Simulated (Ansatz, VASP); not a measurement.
# AlNi in VASP and in Ansatz

INCAR

```
SYSTEM = AlNi
PREC = Accurate
ENCUT = 520
EDIFF = 1E-7
ISMEAR = 0
SIGMA = 0.1
LREAL = .False.
LASPH = .True.
NELM = 80
ALGO = Normal
ISIF = 2
LWAVE = .False.
LCHARG = .True.
LDIPOL = .True.
IDIPOL = 3
DIPOL = 0.5 0.5 0.500
GGA = PS
LELF = .True.
LVHAR = .True.
LVACPOTAV = .True.
NBANDS = 58
```

The input KPOINTS:

```
Automatic mesh
0
Gamma
  12 9 1
  0 0 0
```

Contents of POSCAR:

```
AlNi
1.0
    2.8621655254      0.0000000000      0.0000000000
    0.0000000000      4.0477133037      0.0000000000
    0.0000000000      0.0000000000     27.1431399112
Al Ni
7 7
Direct
    0.0000000000      0.5000000000      0.2763129109
    0.0000000000      0.0000000000      0.3508752739
    0.0000000000      0.5000000000      0.4254376370
    0.0000000000      0.0000000000      0.5000000000
    0.0000000000      0.5000000000      0.5745623630
    0.0000000000      0.0000000000      0.6491247261
    0.0000000000      0.5000000000      0.7236870891
    0.5000000000      0.0000000000      0.2763129109
    0.5000000000      0.5000000000      0.3508752739
    0.5000000000      0.0000000000      0.4254376370
    0.5000000000      0.5000000000      0.5000000000
    0.5000000000      0.0000000000      0.5745623630
    0.5000000000      0.5000000000      0.6491247261
    0.5000000000      0.0000000000      0.7236870891
```

Input for Ansatz:

```yaml
crystal:
  lattice:
    - [2.8621655254, 0.0, 0.0]
    - [0.0, 4.0477133037, 0.0]
    - [0.0, 0.0, 27.1431399112]
  atoms:
    - { symbol: Al, position: [0.0, 0.5, 0.2763129109] }
    - { symbol: Ni, position: [0.5, 0.0, 0.2763129109] }
    - { symbol: Al, position: [0.0, 0.0, 0.3508752739] }
    - { symbol: Ni, position: [0.5, 0.5, 0.3508752739] }
    - { symbol: Al, position: [0.0, 0.5, 0.425437637] }
    - { symbol: Ni, position: [0.5, 0.0, 0.425437637] }
    - { symbol: Al, position: [0.0, 0.0, 0.5] }
    - { symbol: Ni, position: [0.5, 0.5, 0.5] }
    - { symbol: Al, position: [0.0, 0.5, 0.574562363] }
    - { symbol: Ni, position: [0.5, 0.0, 0.574562363] }
    - { symbol: Al, position: [0.0, 0.0, 0.6491247261] }
    - { symbol: Ni, position: [0.5, 0.5, 0.6491247261] }
    - { symbol: Al, position: [0.0, 0.5, 0.7236870891] }
    - { symbol: Ni, position: [0.5, 0.0, 0.7236870891] }
basis:
  ecutwfc: 420
kpoints:
  mp_grid: { grid: [12, 9, 1] }
hamiltonian:
  xc: pbesol
scf:
  occupations: { method: gaussian, width: 0.1 }
output:
  forces: true
  stress: true
  eigenvalues: true
  write_density: true
  write_potential: true
  elf: true
  volumetric_format: npy
efield:
  axis: 3
  dipole_correction: true
```

Alike in both runs: task single point; functional PBEsol; k mesh 12 × 9 × 1; occupations gaussian, width 0.1 eV; no spin polarisation.

|  | VASP | Ansatz |
| --- | --- | --- |
| version | VASP 6.6.1 | Ansatz 0.2.0 |
| potentials or method | VASP PAW PBE potentials, release 64 (Al, Ni), cutoff 520 eV | scalar-relativistic, plane waves, PAW |
| valence electrons in the cell | 91 | 147 |

|  | VASP | Ansatz | Ansatz less VASP |
| --- | --- | --- | --- |
| gap on the k mesh at the Fermi level (eV) | none | none | - |
| rms of the force components (eV/Å) | 0.211 | 0.216 | +0.0052 |
| work function, face that differs most (eV) | 4.97 | 4.98 | +0.006 |

VASP's potentials were made for PBE, not for PBEsol. A gap of «none» marks a metal or a gap that the smearing closes. VASP's potentials hold 91 valence electrons a cell and Ansatz's 147, so a difference there can come from the potentials and not from the codes. Ansatz's warnings: xc potential rough in thin density.
